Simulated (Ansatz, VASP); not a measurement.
**Zr in VASP and in Ansatz**

```
CELL_PARAMETERS angstrom
-1.79085 1.79085 1.79085
1.79085 -1.79085 1.79085
1.79085 1.79085 -1.79085
ATOMIC_POSITIONS crystal
Zr 0.00000 0.00000 0.00000
```

Alike in both runs: task single point; functional PBEsol; k mesh 8 × 8 × 8; occupations gaussian, width 0.1 eV; no spin polarisation.

```csv
,VASP,Ansatz
version,VASP 6.6.1,Ansatz 0.2.0
potentials or method,"VASP PAW PBE potentials, release 64 (Zr_sv), cutoff 500 eV","scalar-relativistic, plane waves, PAW"
valence electrons in the cell,12,12
```

```csv
,VASP,Ansatz,Ansatz less VASP
gap on the k mesh at the Fermi level (eV),none,none,-
pressure (GPa),-3.8,-3.9,-0.09
```

VASP's potentials were made for PBE, not for PBEsol. A gap of «none» marks a metal or a gap that the smearing closes.
